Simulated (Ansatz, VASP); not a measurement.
# Mg5SiN2 in VASP and in Ansatz

```xyz
8
Lattice="4.7740 0.0000 0.0000 -2.3870 4.1344 0.0000 0.0000 0.0000 6.6570" Properties=species:S:1:pos:R:3 pbc="T T T"
Mg    0.0000    2.7563    4.6980
Mg    0.0000    2.7563    1.9590
Mg    2.3870    1.3781    1.9590
Mg    2.3870    1.3781    4.6980
Mg    0.0000    0.0000    0.0000
Si    0.0000    0.0000    3.3285
N     0.0000    2.7563    0.0000
N     2.3870    1.3781    0.0000
```

Alike in both runs: functional PBE; k mesh 4 × 4 × 2; occupations gaussian, width 0.15 eV; no spin polarisation.

Ansatz relaxed the structure, and its values are those at the end. VASP's run is a single point on that final structure, the one shown.

```csv
,VASP,Ansatz
version,VASP 6.6.1,Ansatz 0.2.0
potentials or method,"VASP PAW PBE potentials, release 64 (Mg, Si, N), cutoff 600 eV","scalar-relativistic, plane waves, PAW"
valence electrons in the cell,24,64
```

```csv
,VASP,Ansatz,Ansatz less VASP
gap on the k mesh at the Fermi level (eV),none,none,-
pressure (GPa),0.2,0.4,+0.15
rms of the force components (eV/Å),0.016,0.019,+0.0035
```

A gap of «none» marks a metal or a gap that the smearing closes. VASP's potentials hold 24 valence electrons a cell and Ansatz's 64, so a difference there can come from the potentials and not from the codes.

The k mesh is coarse, so the values compare programs but aren't converged.
